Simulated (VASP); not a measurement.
# C (Pm-3n) in VASP: a series of runs, part 2 of 2

VASP 6.6.1.

### 4 Relaxation of cell and atoms, r2SCAN

This run uses another cell than the first one, of 7.32 Å³/atom, 0.663 times its volume.

Contents of POSCAR:

```
C
1.0
    3.8841144647      0.0000000000      0.0000000000
    0.0000000000      3.8841144647      0.0000000000
    0.0000000000      0.0000000000      3.8841144647
C
8
Direct
    0.5000000000      0.5000000000      0.5000000000
    0.0000000000      0.0000000000      0.0000000000
    0.2500000000      0.0000000000      0.5000000000
    0.5000000000      0.2500000000      0.0000000000
    0.5000000000      0.7500000000      0.0000000000
    0.7500000000      0.0000000000      0.5000000000
    0.0000000000      0.5000000000      0.7500000000
    0.0000000000      0.5000000000      0.2500000000
```

Contents of INCAR.step1:

```
SYSTEM = C
ALGO = Normal ; EDIFF = 1E-4
ENCUT = 600 ; GGA = PE
ISMEAR = 0 ; LASPH = .TRUE.
LCHARG = .FALSE. ; LREAL = .FALSE.
LWAVE = .TRUE. ; NELM = 60
PREC = Accurate ; SIGMA = 0.1
```

Contents of INCAR.step2:

```
SYSTEM = C
ALGO = Normal ; EDIFF = 1E-7
EDIFFG = -0.01 ; ENCUT = 600
IBRION = 2 ; ISIF = 3
ISMEAR = 0 ; ISTART = 1
LASPH = .TRUE. ; LCHARG = .FALSE.
LMIXTAU = .TRUE. ; LREAL = .FALSE.
LWAVE = .FALSE. ; METAGGA = R2SCAN
NELM = 60 ; NSW = 100
PREC = Accurate ; SIGMA = 0.1
```

Contents of KPOINTS:

```
k-points
0
G
  10 10 10
  0 0 0
```

Potentials or basis: VASP PAW PBE potentials, release 64 (C).

The run is started by

```bash
$ cat potpaw_PBE.64/C/POTCAR > POTCAR
$ cp INCAR.step1 INCAR
$ mpirun -np 1 vasp_std > vasp.out
$ cp INCAR.step2 INCAR
$ mpirun -np 1 vasp_std > vasp.out
```

OUTCAR:

```text
SYSTEM = C
   EDIFF = 1E-7
   EDIFFG = -0.01
   ENCUT = 600
   IBRION = 2
   ISIF = 3
   ISMEAR = 0
   ISTART = 1
   LASPH = .TRUE.
   LREAL = .FALSE.
   METAGGA = R2SCAN
   NELM = 60
   NSW = 100
   PREC = Accurate

 ion  position               nearest neighbor table
   1  0.500  0.500  0.500-
   2  0.000  0.000  0.000-
   3  0.250  0.000  0.500-   6 1.94   6 1.94
   4  0.500  0.250  0.000-   5 1.94   5 1.94
   5  0.500  0.750  0.000-   4 1.94   4 1.94
   6  0.750  0.000  0.500-   3 1.94   3 1.94
   7  0.000  0.500  0.750-   8 1.94   8 1.94
   8  0.000  0.500  0.250-   7 1.94   7 1.94

  LATTYP: Found a simple cubic cell.
 ALAT       =     3.8841144647

  Lattice vectors:

 A1 = (   3.8841144647,   0.0000000000,   0.0000000000)
 A2 = (   0.0000000000,   3.8841144647,   0.0000000000)
 A3 = (   0.0000000000,   0.0000000000,   3.8841144647)

[... 237 lines left out ...]
  ---------------------------------------------------
  free energy    TOTEN  =       -41.10770300 eV

  energy without entropy =      -41.09458717  energy(sigma->0) =      -41.10114508

 E-fermi :   7.4399     XC(G=0): -13.5968

 val. band max:        7.4355605029   @ k =   0.1000   0.1000   0.0000
 cond. band min:       7.4493561005   @ k =   0.3000   0.3000   0.2000
 fundamental gap:      0.0137955976
 Fermi energy:         7.4398863291

 k-point     1 :       0.0000    0.0000    0.0000
  band No.  band energies     occupation
      1     -12.3000      2.00000
      2      -4.5887      2.00000
      3      -4.5887      2.00000
      4      -4.4694      2.00000
      5      -2.8221      2.00000
      6      -2.8221      2.00000
[... 565 lines left out ...]
     20       8.9573      0.00000
     21      10.1817      0.00000

 [... further k-points ...]
[... 5 lines left out ...]
  --------------------------------------------------------------------------------------
  -------------------------------------------------------------------------------------
  Total       -0.0190087     -0.0190087     -0.0190087      0.0000000      0.0000000      0.0000000
  in kB       -0.5139005     -0.5139005     -0.5139005      0.0000000      0.0000000      0.0000000
  external PRESSURE =      -0.5139005 kB  Pullay stress =       0.0000000 kB

 VOLUME and BASIS-vectors are now :
 -----------------------------------------------------------------------------
  energy-cutoff  :      600.00
  volume of cell :       59.26
      direct lattice vectors                 reciprocal lattice vectors
     3.898773115  0.000000000 -0.000000000     0.256490945 -0.000000000  0.000000000
     0.000000000  3.898773115  0.000000000    -0.000000000  0.256490945 -0.000000000
    -0.000000000  0.000000000  3.898773115     0.000000000 -0.000000000  0.256490945

 POSITION                                       TOTAL-FORCE (eV/Angst)
 -----------------------------------------------------------------------------------
      1.94939      1.94939      1.94939         0.000000      0.000000      0.000000
      3.89877      3.89877     -0.00000         0.000000      0.000000      0.000000
      0.97469      0.00000      1.94939        -0.000000      0.000000      0.000000
      1.94939      0.97469      3.89877        -0.000000      0.000000      0.000000
      1.94939      2.92408      3.89877         0.000000      0.000000     -0.000000
      2.92408      0.00000      1.94939         0.000000      0.000000     -0.000000
      3.89877      1.94939      2.92408         0.000000     -0.000000      0.000000
      0.00000      1.94939      0.97469        -0.000000     -0.000000      0.000000
 -----------------------------------------------------------------------------------
    total drift:                                0.000000      0.000000     -0.000000

  FREE ENERGIE OF THE ION-ELECTRON SYSTEM (eV)
  ---------------------------------------------------
  free  energy   TOTEN  =       -41.1077030021 eV

  energy  without entropy=      -41.0945871655  energy(sigma->0) =      -41.10114508

 reached required accuracy - stopping structural energy minimisation
```

OSZICAR.step1:

```text
N       E                     dE             d eps       ncg     rms          rms(c)
DAV:   1     0.909079018499E+02    0.90908E+02   -0.18069E+04  2352   0.164E+03
DAV:   2    -0.250545224552E+02   -0.11596E+03   -0.10623E+03  2665   0.234E+02
DAV:   3    -0.371022831883E+02   -0.12048E+02   -0.11334E+02  3590   0.528E+01
DAV:   4    -0.374462685878E+02   -0.34399E+00   -0.33858E+00  3435   0.856E+00
DAV:   5    -0.374526891249E+02   -0.64205E-02   -0.63240E-02  3362   0.124E+00    0.262E+00
DAV:   6    -0.374286887395E+02    0.24000E-01   -0.15009E-02  3224   0.790E-01    0.150E+00
DAV:   7    -0.374189441101E+02    0.97446E-02   -0.22970E-02  3260   0.987E-01    0.924E-02
DAV:   8    -0.374190988468E+02   -0.15474E-03   -0.13253E-03  3161   0.245E-01    0.260E-02
DAV:   9    -0.374191132540E+02   -0.14407E-04   -0.23680E-05  2041   0.315E-02
   1 F= -.37419113E+02 E0= -.37412557E+02  d E =-.131134E-01
```

Wall time 2.2 min (1 thread of Intel Xeon 6975P-C (Granite Rapids), shared host); peak memory 0.21 GiB.

What came out:

| Property | Result |
| --- | --- |
| Free energy | -41.1077 eV |
| Relaxed volume | 7.41 Å³/atom |
| Relaxed cell | a = 3.899 Å, b = 3.899 Å, c = 3.899 Å, α = 90.00°, β = 90.00°, γ = 90.00° |
| Space group after relaxing (to 0.05 Å) | Pm-3n (No. 223) |
| Energy gained by relaxing | 0.4 meV/atom |
| Ionic steps | 2 |
| Pressure after relaxing | -0.1 GPa |
| Band gap on the k mesh | zero (band 16 reaches 8.98 eV, above the bottom of band 17 at 5.86 eV) |

Step by step:
```csv
step,energy change (eV),largest force (eV/Å),pressure (GPa),volume (Å³)
1,0.0000,0.0000,1.71,58.60
2,-0.0034,0.0000,-0.05,59.26
```

Final structure:
```xyz
8
Lattice="3.8988 0.0000 0.0000 0.0000 3.8988 0.0000 0.0000 0.0000 3.8988" Properties=species:S:1:pos:R:3 pbc="T T T"
C     1.9494    1.9494    1.9494
C     3.8988    3.8988    0.0000
C     0.9747    0.0000    1.9494
C     1.9494    0.9747    3.8988
C     1.9494    2.9241    3.8988
C     2.9241    0.0000    1.9494
C     3.8988    1.9494    2.9241
C     0.0000    1.9494    0.9747
```

Caveat: the PAW data sets were made with another functional, which shifts forces and pressure a little.

### 5 Overview

| task | cell | k mesh | cutoff (eV) | gap on the mesh (eV) | pressure (GPa) |
| --- | --- | --- | --- | --- | --- |
| single point | a = 4.455 Å, 8 atoms | 4 × 4 × 4 | 520 | none | -27.8 |
| single point | a = 3.899 Å, 8 atoms | 10 × 10 × 10 | 520 | none | 0.2 |
| relaxation of cell and atoms | relaxed from a = 3.884 Å, 8 atoms | 10 × 10 × 10 | 600 | none | -0.1 |

Alike in all rows: level r2SCAN; potentials or basis VASP PAW PBE potentials, release 64 (C); no spin polarisation; smearing gaussian 0.1 eV.

Caveats: the PAW data sets were made with another functional, which shifts forces and pressure a little.

Absolute energies hang on the potentials; compare differences alone.
